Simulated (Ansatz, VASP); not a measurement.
OsWC2: VASP beside Ansatz

```
CELL_PARAMETERS angstrom
1.51585 0.87518 4.62363
-1.51585 0.87518 4.62363
0.00000 -1.75036 4.62363
ATOMIC_POSITIONS crystal
Os 0.50000 0.50000 0.50000
W 0.00000 0.00000 0.00000
C 0.74352 0.74352 0.74352
C 0.25648 0.25648 0.25648
```

Alike in both runs: task single point; functional PBEsol; k mesh 18 × 18 × 18; occupations gaussian, width 0.1 eV; no spin polarisation.

|  | VASP | Ansatz |
| --- | --- | --- |
| version | VASP 6.6.1 | Ansatz 0.2.0 |
| potentials or method | VASP PAW PBE potentials, release 64 (Os, W_sv, C), cutoff 520 eV | scalar-relativistic, plane waves, PAW |
| valence electrons in the cell | 30 | 38 |

Ansatz gave:

```
gap on the k mesh at the Fermi level (eV)                     : none
pressure (GPa)                                                : 49.4
traceless stress, the component that is largest in VASP (GPa) : -14.52
rms of the force components (eV/Å)                            : 1.239
```

**Question.** What did VASP give for the same quantities?

**Answer.** gap on the k mesh at the Fermi level (eV): none; pressure (GPa): 52.9; traceless stress, the component that is largest in VASP (GPa): -14.85; rms of the force components (eV/Å): 1.201.

VASP's potentials were made for PBE, not for PBEsol. Atom by atom the forces differ by 0.038 eV/Å (rms over components). A gap of «none» marks a metal or a gap that the smearing closes. Both programs put the cell under a high pressure, so it lies far from rest at this level. VASP's potentials hold 30 valence electrons a cell and Ansatz's 38, so a difference there can come from the potentials and not from the codes.

Neither program's run includes spin-orbit coupling.
